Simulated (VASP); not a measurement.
Set up this calculation in VASP 6.6.1, as the native input.

```yaml
Task: relaxation of cell and atoms
Functional: PBEsol
Potentials_or_basis: VASP PAW PBE potentials, release 64 (Pt)
Cutoff: 600 eV
k_mesh: 12 × 12 × 12
Occupations: fermi-dirac, width 0.05 eV
Spin: no spin polarisation
Target_pressure: 30 GPa
Dipole_correction: no
Further_INCAR_settings: ALGO = Normal; EDIFF = 1e-06; IBRION = 2; EDIFFG = -0.005; NSW = 80; ISIF = 3
```

The structure of Pt lies in POSCAR:

```
Pt
1.0
   -1.5842200000      1.5842200000      1.5842200000
    1.5842200000     -1.5842200000      1.5842200000
    1.5842200000      1.5842200000     -1.5842200000
Pt
1
Direct
    0.0000000000      0.0000000000      0.0000000000
```

One way to write it, as run:

INCAR

```
SYSTEM = Pt
PREC = Accurate
ENCUT = 600
EDIFF = 1E-6
ISMEAR = -1
SIGMA = 0.05
LREAL = .False.
LASPH = .True.
NELM = 80
ALGO = Normal
ISIF = 3
LWAVE = .False.
LCHARG = .False.
GGA = PS
IBRION = 2
NSW = 80
EDIFFG = -0.005
PSTRESS = 300.0
```

KPOINTS

```
Automatic mesh
0
Gamma
  12 12 12
  0 0 0
```

Potentials or basis: VASP PAW PBE potentials, release 64 (Pt).

The run is started by

```bash
$ cat potpaw_PBE.64/Pt/POTCAR > POTCAR
$ mpirun -np 1 vasp_std > vasp.out
```

Results of the run:

```json
{
 "Relaxed volume": "13.93 Å³/atom",
 "Relaxed cell": "a = 2.625 Å, b = 2.625 Å, c = 2.625 Å, α = 109.47°, β = 109.47°, γ = 109.47°",
 "Space group after relaxing (to 0.05 Å)": "Im-3m (No. 229)",
 "Energy change on relaxing (the enthalpy is what falls)": "+79.9 meV/atom",
 "Ionic steps": "15",
 "Pressure after relaxing": "30.0 GPa",
 "Band gap on the k mesh": "zero (band 5 reaches 13.73 eV, above the bottom of band 6 at 11.01 eV)"
}
```

Caveat: the cell is relaxed towards a set pressure, so the enthalpy falls and the energy may rise; the PAW data sets were made with another functional, which shifts forces and pressure a little; spin-orbit coupling is left out, which moves the levels of the heavy elements.

Wall time 27 s on 1 thread of Intel(R) Xeon(R) 6975P-C (Granite Rapids), on a shared host, peak memory 0.16 GiB.
